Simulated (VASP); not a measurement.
Crystal: KF (Carobbiite).

```
CELL_PARAMETERS angstrom
0.00000 2.67185 2.67185
2.67185 0.00000 2.67185
2.67185 2.67185 0.00000
ATOMIC_POSITIONS crystal
K 0.00000 0.00000 0.00000
F 0.50000 0.50000 0.50000
```

* Program: VASP 6.6.1
* Task: relaxation of cell and atoms
* Functional: RPBE
* Potentials or basis: VASP PAW PBE potentials, release 64 (K_sv, F)
* Cutoff: 600 eV
* k mesh: 9 × 9 × 9
* Occupations: fermi-dirac, width 0.05 eV
* Spin: no spin polarisation

At the start: pressure 4.1 GPa; volume 19.07 Å³/atom.

**Question.** How do energy, volume and symmetry change on relaxing?

**Answer.** Over 4 steps the energy falls by 30.0 meV/atom and the volume is 21.79 Å³/atom (+14.2 %); space group Fm-3m (No. 225, to 0.05 Å).

The path:
```csv
step,energy change (eV),largest force (eV/Å),pressure (GPa),volume (Å³)
1,0.0000,0.0000,4.06,38.15
2,-0.0474,0.0000,1.64,40.88
3,-0.0585,0.0000,-0.49,44.48
4,-0.0600,0.0000,-0.04,43.58
```

Final structure:
```yaml
crystal:
  lattice:
    - [0.00000, 2.79309, 2.79309]
    - [2.79309, 0.00000, 2.79309]
    - [2.79309, 2.79309, 0.00000]
  atoms:
    - { symbol: K, position: [0.00000, 0.00000, 0.00000] }
    - { symbol: F, position: [0.50000, 0.50000, 0.50000] }
```

Caveat: the PAW data sets were made with another functional, which shifts forces and pressure a little; the volume moved by +14 % from the deposited cell, more than functionals usually miss.
